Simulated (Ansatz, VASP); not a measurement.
Two plane-wave programs on Sr2O

```
Sr O
1.0
     4.68366    0.00000    0.00000
    -2.34183    4.05617    0.00000
     0.00000    0.00000    4.47068
Sr O
2 1
Cartesian
  0.0000 2.7041 0.0000
  2.3418 1.3521 0.0000
  0.0000 0.0000 0.0000
```

Alike in both runs: task relaxation of cell and atoms; functional PBE; k mesh 6 × 6 × 4; occupations gaussian, width 0.1 eV; no spin polarisation.

```csv
,VASP,Ansatz
version,VASP 6.6.1,Ansatz 0.2.0
potentials or method,"VASP PAW PBE potentials, release 64 (Sr_sv, O_h), cutoff 1340 eV","scalar-relativistic, plane waves, PAW"
valence electrons in the cell,26,26
```

Ansatz gave:

| Item | Value |
| --- | --- |
| gap on the k mesh at the Fermi level, each at its own relaxed structure (eV) | none |
| relaxed volume (Å³/atom) | 28.06 |
| relaxed length of the cell vector where the two differ most in proportion (Å) | 4.915 |

Which values does VASP return?

gap on the k mesh at the Fermi level, each at its own relaxed structure (eV): none; relaxed volume (Å³/atom): 28.46; relaxed length of the cell vector where the two differ most in proportion (Å): 4.944.

A gap of «none» marks a metal or a gap that the smearing closes.
